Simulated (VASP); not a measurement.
AlCu3:

```xyz
4
Lattice="2.6762 0.0000 0.0000 0.0000 3.6650 0.0000 0.0000 0.0000 5.1495" Properties=species:S:1:pos:R:3 pbc="T T T"
Al    1.3381    1.8325    0.0000
Cu    0.0000    0.0000    3.8434
Cu    0.0000    0.0000    1.3060
Cu    1.3381    1.8325    2.5747
```

* Program: VASP 6.6.1
* Task: relaxation of cell and atoms
* Functional: PBE
* Potentials or basis: VASP PAW PBE potentials, release 64 (Al, Cu)
* Cutoff: 600 eV
* k mesh: 18 × 12 × 10
* Occupations: gaussian, width 0.1 eV
* Spin: no spin polarisation

At the start: pressure 0.3 GPa; volume 12.63 Å³/atom.

Question: Where does the relaxation end?

Answer: Over 12 steps the energy falls by 5.8 meV/atom and the volume is 12.65 Å³/atom (+0.2 %); space group Pmmm (No. 47, to 0.1 Å) before and after.

Step by step:
| step | energy change (eV) | largest force (eV/Å) | pressure (GPa) | volume (Å³) |
| --- | --- | --- | --- | --- |
| 1 | 0.0000 | 0.0586 | 0.30 | 50.51 |
| 2 | -0.0067 | 0.0198 | -0.03 | 50.68 |
| 3 | -0.0106 | 0.0209 | -0.55 | 50.88 |
| 4 | -0.0109 | 0.0333 | -0.71 | 50.95 |
| 5 | -0.0149 | 0.0377 | 0.36 | 50.52 |
| 6 | -0.0155 | 0.0403 | 0.86 | 50.32 |
| 7 | -0.0186 | 0.0325 | 0.64 | 50.41 |
| 8 | -0.0217 | 0.0204 | 0.35 | 50.55 |
| 9 | -0.0227 | 0.0002 | -0.30 | 50.80 |
| 10 | -0.0231 | 0.0074 | -0.28 | 50.72 |
| 11 | -0.0232 | 0.0003 | 0.08 | 50.57 |
| 12 | -0.0233 | 0.0031 | -0.01 | 50.62 |

Final structure:
```cif
data_structure
_symmetry_space_group_name_H-M 'P 1'
_symmetry_Int_Tables_number 1
_cell_length_a 2.7524
_cell_length_b 3.4483
_cell_length_c 5.3332
_cell_angle_alpha 90.000
_cell_angle_beta 90.000
_cell_angle_gamma 90.000
_cell_volume 50.62
loop_
_atom_site_label
_atom_site_type_symbol
_atom_site_fract_x
_atom_site_fract_y
_atom_site_fract_z
_atom_site_occupancy
Al1 Al 0.50000 0.50000 0.00000 1
Cu1 Cu 0.00000 0.00000 0.74634 1
Cu2 Cu 0.00000 0.00000 0.25366 1
Cu3 Cu 0.50000 0.50000 0.50000 1
```
